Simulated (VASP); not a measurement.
# Nd3Au (P-6m2) in VASP: further runs, part 2 of 2

VASP 6.6.1. The steps go on from the part before.

## 4. Relaxation of cell and atoms, PBE

Contents of INCAR:

```
SYSTEM = Nd3Au
  ALGO = Normal
  EDIFF = 1E-7
  EDIFFG = -0.04
  ENCUT = 500
  GGA = PE
  GGA_COMPAT = .FALSE.
  IBRION = 2
  ISIF = 3
  ISMEAR = 0
  LASPH = .TRUE.
  LCHARG = .FALSE.
  LMAXMIX = 6
  LREAL = .FALSE.
  LWAVE = .FALSE.
  NELM = 200
  NELMIN = 4
  NSW = 90
  PREC = Accurate
  SIGMA = 0.1
```

Contents of KPOINTS:

```
k-points
0
G
  6 6 2
  0 0 0
```

Contents of POSCAR:

```
Nd3Au
1.0
    3.3977368900      0.0000000000      0.0000000000
   -1.6988684400      2.9425264600      0.0000000000
    0.0000000000      0.0000000000     12.1263166100
Nd Au
3 1
Direct
    0.0000000000      0.0000000000      0.0000000000
    0.6666666700      0.3333333300      0.7649287000
    0.6666666700      0.3333333300      0.2350713000
    0.0000000000      0.0000000000      0.5000000000
```

The run is started by

```console
> cat potpaw_PBE.64/Nd_3/POTCAR potpaw_PBE.64/Au/POTCAR > POTCAR
> mpirun -np 1 vasp_std > vasp.out
```

Run time: 13 min. Hardware: 1 thread of AMD EPYC 7R43 (Zen 3), shared host; peak memory 0.25 GiB.

Results (log left out):

```
Free energy                           : -18.5013 eV
Relaxed volume                        : 33.00 Å³/atom
Relaxed cell                          : a = 3.886 Å, b = 3.886 Å, c = 10.093 Å, α = 90.00°, β = 90.00°, γ = 120.00°
Space group after relaxing (to 0.1 Å) : P-6m2 (No. 187)
Energy gained by relaxing             : 518.4 meV/atom
Ionic steps                           : 15
Pressure after relaxing               : 0.0 GPa
Largest force after relaxing          : 0.035 eV/Å
Band gap on the k mesh                : zero (bands 22 and 23 overlap by 1.19 eV)
```

Forces in eV/Å, atoms in the order of the input:
```
Nd   0.000  0.000  0.000
Nd   0.000  0.000 -0.035
Nd   0.000  0.000  0.035
Au   0.000  0.000  0.000
```

The path:
```csv
step,energy change (eV),largest force (eV/Å),pressure (GPa),volume (Å³)
1,0.0000,1.5266,1.83,121.24
2,-0.5389,1.6365,-0.27,127.18
3,-1.3120,1.3893,-3.71,142.92
4,-1.7613,1.1581,-1.41,133.12
5,-1.8583,0.6045,2.01,125.17
6,-1.8652,0.7294,1.28,126.55
7,-1.9597,0.3674,0.96,128.58
8,-2.0057,0.0769,0.79,131.19
9,-2.0365,0.0961,-0.66,134.95
10,-2.0371,0.1284,-0.92,135.69
11,-2.0616,0.1112,-0.71,134.56
12,-2.0713,0.0967,-0.49,133.43
13,-2.0715,0.0947,-0.46,133.26
14,-2.0733,0.0056,0.24,131.45
15,-2.0738,0.0345,0.02,132.02
```

Final structure:
```cif
data_structure
_symmetry_space_group_name_H-M 'P 1'
_symmetry_Int_Tables_number 1
_cell_length_a 3.8864
_cell_length_b 3.8864
_cell_length_c 10.0925
_cell_angle_alpha 90.000
_cell_angle_beta 90.000
_cell_angle_gamma 120.000
_cell_volume 132.02
loop_
_atom_site_label
_atom_site_type_symbol
_atom_site_fract_x
_atom_site_fract_y
_atom_site_fract_z
_atom_site_occupancy
Nd1 Nd 0.00000 0.00000 0.00000 1
Nd2 Nd 0.66667 0.33333 0.70543 1
Nd3 Nd 0.66667 0.33333 0.29457 1
Au1 Au 0.00000 0.00000 0.50000 1
```

Levels at points of the mesh, in eV from the Fermi level:
| k point | band 18 | band 19 | band 20 | band 21 | band 22 | band 23 | band 24 | band 25 | band 26 |
| --- | --- | --- | --- | --- | --- | --- | --- | --- | --- |
| (0.00, 0.00, 0.00) | -4.64 | -2.64 | -2.58 | -0.62 | 1.08 | 1.08 | 1.27 | 1.51 | 1.56 |
| (0.50, 0.00, 0.00) | -3.07 | -1.92 | -1.40 | -0.96 | -0.25 | 0.00 | 1.03 | 1.22 | 1.59 |
| (0.00, 0.00, 0.50) | -4.64 | -3.44 | -1.91 | -0.34 | 1.10 | 1.10 | 1.18 | 1.45 | 1.45 |
| (0.50, 0.00, 0.50) | -3.08 | -1.67 | -1.38 | -1.11 | -0.39 | -0.08 | 0.74 | 1.01 | 1.63 |

Caveat: a cell axis changed by over 15 % at a fixed basis, so the end point is rough; spin-orbit coupling is left out, which moves the levels of the heavy elements; the 4f electrons are frozen in the core, so they carry no moment and show no levels. Spin polarisation is off, so any magnetic state and its effect on volume and gap are missing.

## 5. Single point, PBE

This run uses another cell than the first one, of 33.02 Å³/atom.

Contents of INCAR:

```
SYSTEM = Nd3Au
PREC = Accurate
ENCUT = 500
EDIFF = 1E-6
ISMEAR = 0
SIGMA = 0.1
LREAL = .False.
LASPH = .True.
NELM = 200
ALGO = Normal
ISIF = 2
LWAVE = .False.
LCHARG = .True.
GGA = PE
LELF = .True.
LVHAR = .True.
NBANDS = 30
GGA_COMPAT = .False.
LMAXMIX = 6
```

Contents of KPOINTS:

```
regular mesh
0
Gamma
  12 12 6
  0 0 0
```

Contents of POSCAR:

```
Nd3Au
1.0
    3.8933362056      0.0000000000      0.0000000000
   -1.9466681028      3.3717280595      0.0000000000
    0.0000000000      0.0000000000     10.0613353100
Nd Au
3 1
Direct
    0.0000000000      0.0000000000      0.0000000000
    0.6666666667      0.3333333333      0.7041791741
    0.6666666667      0.3333333333      0.2958208259
    0.0000000000      0.0000000000      0.5000000000
```

Potentials or basis: VASP PAW PBE potentials, release 64 (Nd_3, Au), 4f in core.

The run is started by

```console
> cat potpaw_PBE.64/Nd_3/POTCAR potpaw_PBE.64/Au/POTCAR > POTCAR
> mpirun -np 1 vasp_std > vasp.out
```

OUTCAR:

```text
SYSTEM = Nd3Au
   PREC = Accurate
   ENCUT = 500
   EDIFF = 1E-6
   ISMEAR = 0
   LREAL = .False.
   LASPH = .True.
   NELM = 200
   ISIF = 2
   GGA = PE

 ion  position               nearest neighbor table
   1  0.000  0.000  0.000-   2 3.73   3 3.73   2 3.73   3 3.73   2 3.73   3 3.73
   2  0.667  0.333  0.704-   4 3.05   4 3.05   4 3.05   1 3.73   1 3.73   1 3.73
   3  0.667  0.333  0.296-   4 3.05   4 3.05   4 3.05   1 3.73   1 3.73   1 3.73
   4  0.000  0.000  0.500-   2 3.05   3 3.05   2 3.05   3 3.05   2 3.05   3 3.05

  LATTYP: Found a hexagonal cell.
 ALAT       =     3.8933362056
 C/A-ratio  =     2.5842451765

  Lattice vectors:

 A1 = (   3.8933362056,   0.0000000000,   0.0000000000)
 A2 = (  -1.9466681028,   3.3717280595,   0.0000000000)
 A3 = (   0.0000000000,   0.0000000000,  10.0613353100)

Analysis of symmetry for initial positions (statically):
=====================================================================
 Subroutine PRICEL returns:
 Original cell was already a primitive cell.

 Routine SETGRP: Setting up the symmetry group for a
 hexagonal supercell.

 Subroutine GETGRP returns: Found 12 space group operations
 (whereof 12 operations were pure point group operations)
[... 164 lines left out ...]
  free energy    TOTEN  =       -18.50599535 eV

  energy without entropy =      -18.46689067  energy(sigma->0) =      -18.48644301

 E-fermi :   3.7991     XC(G=0):  -9.7357

 val. band max:        3.7964835217   @ k =   0.3333   0.3333   0.0000
 cond. band min:       3.7993275058   @ k =   0.4167   0.0000   0.3333
 fundamental gap:      0.0028439841
 Fermi energy:         3.7991316093

 k-point     1 :       0.0000    0.0000    0.0000
  band No.  band energies     occupation
      1     -34.3517      2.00000
      2     -34.3368      2.00000
      3     -34.1961      2.00000
      4     -15.7253      2.00000
      5     -15.6244      2.00000
      6     -15.2423      2.00000
[... 781 lines left out ...]
     29       5.8269      0.00000
     30       7.0963      0.00000

 [... further k-points ...]
[... 5 lines left out ...]
  --------------------------------------------------------------------------------------
  -------------------------------------------------------------------------------------
  Total        0.1228113      0.1228113      0.1625194      0.0000000      0.0000000      0.0000000
  in kB        1.4897688      1.4897688      1.9714503      0.0000000      0.0000000      0.0000000
  external PRESSURE =       1.6503293 kB  Pullay stress =       0.0000000 kB

 VOLUME and BASIS-vectors are now :
 -----------------------------------------------------------------------------
  energy-cutoff  :      500.00
  volume of cell :      132.08
      direct lattice vectors                 reciprocal lattice vectors
     3.893336206  0.000000000  0.000000000     0.256849126  0.148291912  0.000000000
    -1.946668103  3.371728060  0.000000000     0.000000000  0.296583824  0.000000000
     0.000000000  0.000000000 10.061335310     0.000000000  0.000000000  0.099390386

 POSITION                                       TOTAL-FORCE (eV/Angst)
 -----------------------------------------------------------------------------------
      0.00000      0.00000      0.00000        -0.000000      0.000000      0.000000
      1.94667      1.12391      7.08498         0.000000     -0.000000      0.007031
      1.94667      1.12391      2.97635         0.000000     -0.000000     -0.007031
      0.00000      0.00000      5.03067        -0.000000      0.000000      0.000000
 -----------------------------------------------------------------------------------
    total drift:                               -0.000000      0.000000      0.000000

  FREE ENERGIE OF THE ION-ELECTRON SYSTEM (eV)
  ---------------------------------------------------
  free  energy   TOTEN  =       -18.5059953509 eV

  energy  without entropy=      -18.4668906703  energy(sigma->0) =      -18.48644301
```

OSZICAR:

```text
N       E                     dE             d eps       ncg     rms          rms(c)
DAV:   1     0.342437721444E+03    0.34244E+03   -0.20560E+04  4560   0.133E+03
DAV:   2     0.193938898379E+01   -0.34050E+03   -0.32992E+03  5072   0.331E+02
DAV:   3    -0.185971343121E+02   -0.20537E+02   -0.20116E+02  7686   0.627E+01
DAV:   4    -0.195828377026E+02   -0.98570E+00   -0.98291E+00  6404   0.125E+01
DAV:   5    -0.196150644994E+02   -0.32227E-01   -0.32222E-01  6744   0.215E+00    0.905E+00
DAV:   6    -0.188386817428E+02    0.77638E+00   -0.10143E+01  5546   0.145E+01    0.526E+00
DAV:   7    -0.185595728704E+02    0.27911E+00   -0.16384E+00  5362   0.546E+00    0.278E+00
DAV:   8    -0.185173814179E+02    0.42191E-01   -0.23720E-01  6620   0.288E+00    0.106E+00
DAV:   9    -0.185069381093E+02    0.10443E-01   -0.57712E-02  6374   0.127E+00    0.229E-01
DAV:  10    -0.185059560609E+02    0.98205E-03   -0.67344E-03  6154   0.369E-01    0.163E-01
DAV:  11    -0.185059949033E+02   -0.38842E-04   -0.68861E-04  5974   0.156E-01    0.476E-02
DAV:  12    -0.185059972165E+02   -0.23132E-05   -0.13288E-04  6366   0.592E-02    0.836E-03
DAV:  13    -0.185059958119E+02    0.14046E-05   -0.96113E-06  5696   0.173E-02    0.380E-03
DAV:  14    -0.185059953509E+02    0.46096E-06   -0.10195E-06  3190   0.575E-03
   1 F= -.18505995E+02 E0= -.18486443E+02  d E =-.391047E-01
```

stdout:

```text
POSCAR found type information on POSCAR NdAu
 POSCAR found :  2 types and       4 ions
 scaLAPACK will be used
 LDA part: xc-table for (Slater+PW92), standard interpolation
 POSCAR, INCAR and KPOINTS ok, starting setup
 FFT: planning ... GRIDC
 FFT: planning ... GRID_SOFT
 FFT: planning ... GRID
 WAVECAR not read
 entering main loop
```

Run time: 5.3 min. Hardware: 1 thread of AMD EPYC 7R43 (Zen 3), shared host; peak memory 0.36 GiB.

What came out:

- Free energy: -18.5060 eV
- Pressure: 0.2 GPa
- Largest force: 0.007 eV/Å
- Band gap on the k mesh: zero (bands 22 and 23 overlap by 1.24 eV)

Forces on the atoms (eV/Å):
```
Nd   0.000  0.000  0.000
Nd   0.000  0.000  0.007
Nd   0.000  0.000 -0.007
Au   0.000  0.000  0.000
```

Caveat: spin-orbit coupling is left out, which moves the levels of the heavy elements; the 4f electrons are frozen in the core, so they carry no moment and show no levels. Spin polarisation is off, so any magnetic state and its effect on volume and gap are missing.

## 6. Single point, PBE

This run uses another cell than the first one: it holds 8 atoms, not 4.

Contents of INCAR:

```
PREC = Accurate
ENCUT = 500
EDIFF = 1E-6
ISMEAR = 0
SIGMA = 0.2
LREAL = F
LASPH = T
NELM = 200
ALGO = Normal
ISIF = 2
LWAVE = F
LCHARG = T
GGA = PE
LELF = T
LVHAR = T
NBANDS = 54
GGA_COMPAT = F
LMAXMIX = 6
```

Contents of KPOINTS:

```
regular mesh
0
Gamma
  6 4 2
```

Contents of POSCAR:

```
Nd3Au
1.0
    1.9466681028     -3.3717280595      0.0000000000
   -5.8400043084     -3.3717280596      0.0000000000
    0.0000000000      0.0000000000    -10.0613353100
Nd Au
6 2
Direct
    0.5000000000      0.5000000000      0.0000000000
    0.0000000000      0.0000000000      0.0000000000
    1.0000000000      0.6666666667      0.2958208259
    0.5000000000      0.1666666667      0.2958208259
    1.0000000000      0.6666666667      0.7041791741
    0.5000000000      0.1666666667      0.7041791741
    0.5000000000      0.5000000000      0.5000000000
    1.0000000000      0.0000000000      0.5000000000
```

Potentials or basis: VASP PAW PBE potentials, release 64 (Nd_3, Au), 4f in core.

The run is started by

```console
> cat potpaw_PBE.64/Nd_3/POTCAR potpaw_PBE.64/Au/POTCAR > POTCAR
> mpirun -np 1 vasp_std > vasp.out
```

It took 9.6 min on 1 thread of AMD EPYC 7R43 (Zen 3), shared host; peak memory 0.42 GiB.

Results (log left out):

```yaml
Free_energy: -37.0895 eV
Pressure: 0.2 GPa
Largest_force: 0.031 eV/Å
Band_gap_on_the_k_mesh: zero (bands 44 and 45 overlap by 0.33 eV)
```

Forces in eV/Å, atoms in the order of the input:
```
Nd  -0.009 -0.005  0.000
Nd  -0.009 -0.005  0.000
Nd   0.008  0.005  0.029
Nd   0.008  0.005  0.029
Nd   0.008  0.005 -0.029
Nd   0.008  0.005 -0.029
Au  -0.008 -0.005  0.000
Au  -0.008 -0.005  0.000
```

Stress tensor (GPa, compression positive):
```
0.22 0.05 0.00
0.05 0.16 0.00
0.00 0.00 0.31
```

Levels at points of the mesh, in eV from the Fermi level:
```tsv
k point	band 40	band 41	band 42	band 43	band 44	band 45	band 46	band 47	band 48	band 49
(0.00, 0.00, 0.00)	-1.39	-0.95	-0.58	-0.24	0.00	1.05	1.06	1.06	1.24	1.27
(0.50, 0.00, 0.00)	-0.68	-0.55	-0.55	-0.12	-0.12	-0.10	-0.10	0.22	0.22	0.60
(0.00, 0.50, 0.00)	-1.42	-0.48	-0.48	0.02	0.02	0.34	0.34	1.06	1.06	1.28
(0.50, 0.50, 0.00)	-1.39	-0.95	-0.95	-0.24	-0.24	0.00	0.00	1.05	1.05	1.24
(0.00, 0.00, 0.50)	-1.37	-1.11	-0.39	-0.30	-0.07	0.77	0.99	1.09	1.09	1.16
(0.50, 0.00, 0.50)	-0.90	-0.55	-0.55	-0.38	-0.38	-0.06	-0.06	0.58	0.58	0.60
(0.00, 0.50, 0.50)	-1.00	-0.81	-0.81	0.23	0.23	0.44	0.44	0.81	0.81	1.02
(0.50, 0.50, 0.50)	-1.37	-1.11	-1.11	-0.39	-0.39	-0.07	-0.07	0.77	0.77	0.99
```

Caveat: spin-orbit coupling is left out, which moves the levels of the heavy elements; the 4f electrons are frozen in the core, so they carry no moment and show no levels. Spin polarisation is off, so any magnetic state and its effect on volume and gap are missing.

## 7. Relaxation of cell and atoms, PBE

This run uses another cell than the first one, of 32.99 Å³/atom.

Contents of INCAR:

```
PREC = Accurate
ENCUT = 500
EDIFF = 1E-7
ISMEAR = 0
SIGMA = 0.1
LREAL = False
LASPH = True
NELM = 200
ALGO = Normal
ISIF = 3
LWAVE = False
LCHARG = False
GGA = PE
IBRION = 2
NSW = 100
EDIFFG = -0.01
GGA_COMPAT = False
NELMIN = 4
LMAXMIX = 6
```

Contents of KPOINTS:

```
Automatic mesh
0
Gamma
  12 12 6
```

Contents of POSCAR:

```
Nd3Au
1.0
    3.8794666413      0.0000000000      0.0000000000
   -1.9397333207      3.3597166645      0.0000000000
    0.0000000000      0.0000000000     10.1245103790
Nd Au
3 1
Direct
    0.0000000000      0.0000000000      0.0000000000
    0.6666666667      0.3333333333      0.7042162304
    0.6666666667      0.3333333333      0.2957837696
    0.0000000000      0.0000000000      0.5000000000
```

The run is started by

```console
> cat potpaw_PBE.64/Nd_3/POTCAR potpaw_PBE.64/Au/POTCAR > POTCAR
> mpirun -np 1 vasp_std > vasp.out
```

Wall time 21 min (1 thread of AMD EPYC 7R43 (Zen 3), shared host); peak memory 0.37 GiB.

The run converged. Its results:

```yaml
Free_energy: -18.5062 eV
Relaxed_volume: 33.14 Å³/atom
Relaxed_cell: a = 3.897 Å, b = 3.897 Å, c = 10.082 Å, α = 90.00°, β = 90.00°, γ = 120.00°
Space_group_after_relaxing_to_0.1_Å: P-6m2 (No. 187)
Energy_gained_by_relaxing: 0.2 meV/atom
Ionic_steps: 5
Pressure_after_relaxing: 0.0 GPa
Largest_force_after_relaxing: 0.007 eV/Å
Band_gap_on_the_k_mesh: zero (bands 22 and 23 overlap by 1.24 eV)
```

Forces on the atoms (eV/Å):
```
Nd   0.000  0.000  0.000
Nd   0.000  0.000 -0.007
Nd   0.000  0.000  0.007
Au   0.000  0.000  0.000
```

The path:
```csv
step,energy change (eV),largest force (eV/Å),pressure (GPa),volume (Å³)
1,0.0000,0.0064,0.13,131.96
2,-0.0004,0.0116,-0.04,132.48
3,-0.0004,0.0142,-0.06,132.56
4,-0.0006,0.0108,-0.04,132.57
5,-0.0008,0.0068,-0.01,132.57
```

Final structure:
```cif
data_structure
_symmetry_space_group_name_H-M 'P 1'
_symmetry_Int_Tables_number 1
_cell_length_a 3.8966
_cell_length_b 3.8966
_cell_length_c 10.0821
_cell_angle_alpha 90.000
_cell_angle_beta 90.000
_cell_angle_gamma 120.000
_cell_volume 132.57
loop_
_atom_site_label
_atom_site_type_symbol
_atom_site_fract_x
_atom_site_fract_y
_atom_site_fract_z
_atom_site_occupancy
Nd1 Nd 0.00000 0.00000 0.00000 1
Nd2 Nd 0.66667 0.33333 0.70413 1
Nd3 Nd 0.66667 0.33333 0.29587 1
Au1 Au 0.00000 0.00000 0.50000 1
```

Levels at points of the mesh, in eV from the Fermi level:
| k point | band 19 | band 20 | band 21 | band 22 | band 23 | band 24 | band 25 | band 26 |
| --- | --- | --- | --- | --- | --- | --- | --- | --- |
| (0.00, 0.00, 0.00) | -2.64 | -2.57 | -0.58 | 1.07 | 1.07 | 1.26 | 1.50 | 1.57 |
| (0.50, 0.00, 0.00) | -1.91 | -1.38 | -0.95 | -0.24 | 0.00 | 1.04 | 1.24 | 1.57 |
| (0.00, 0.00, 0.50) | -3.43 | -1.90 | -0.30 | 1.10 | 1.10 | 1.16 | 1.41 | 1.45 |
| (0.50, 0.00, 0.50) | -1.66 | -1.36 | -1.10 | -0.38 | -0.07 | 0.77 | 1.00 | 1.62 |

Caveat: spin-orbit coupling is left out, which moves the levels of the heavy elements; the 4f electrons are frozen in the core, so they carry no moment and show no levels. Spin polarisation is off, so any magnetic state and its effect on volume and gap are missing.

## 8. The runs side by side

```tsv
task	cell	k mesh	smearing	gap on the mesh (eV)	pressure (GPa)	relaxed volume (Å³/atom)	largest force (eV/Å)
single point	a = 3.398, b = 3.398, c = 12.126 Å, angles 90.0, 90.0, 120.0°, 4 atoms, atomic positions A	6 × 6 × 2	gaussian 0.1 eV	none	1.8	-	1.53
single point	a = 3.879, b = 3.879, c = 10.125 Å, angles 90.0, 90.0, 120.0°, 4 atoms, atomic positions B	6 × 6 × 2	gaussian 0.1 eV	none	0.1	-	0.03
relaxation of cell and atoms	relaxed from a = 3.398, b = 3.398, c = 12.126 Å, angles 90.0, 90.0, 120.0°, 4 atoms, atomic positions A	6 × 6 × 2	gaussian 0.1 eV	none	0.0	33.00	0.03
single point	a = 3.893, b = 3.893, c = 10.061 Å, angles 90.0, 90.0, 120.0°, 4 atoms, atomic positions B	12 × 12 × 6	gaussian 0.1 eV	none	0.2	-	0.01
single point	a = 3.893, b = 6.743, c = 10.061 Å, 8 atoms, atomic positions C	6 × 4 × 2	gaussian 0.2 eV	none	0.2	-	0.03
relaxation of cell and atoms	relaxed from a = 3.879, b = 3.879, c = 10.125 Å, angles 90.0, 90.0, 120.0°, 4 atoms, atomic positions B	12 × 12 × 6	gaussian 0.1 eV	none	0.0	33.14	0.01
```

Alike in all rows: level PBE; potentials or basis VASP PAW PBE potentials, release 64 (Nd_3, Au), 4f in core; no spin polarisation; cutoff (eV) 500.

Caveats: spin-orbit coupling is left out, which moves the levels of the heavy elements; the 4f electrons are frozen in the core, so they carry no moment and show no levels; the stress differs along the axes, from -4 to 5 GPa (at least some runs); forces of over 1 eV/Å act on the atoms, so gaps and moduli don't describe the material at rest (at least some runs); a cell axis changed by over 15 % at a fixed basis, so the end point is rough (at least some runs).

Total energies depend on the potentials used, so only differences within one code and one set of settings carry meaning.
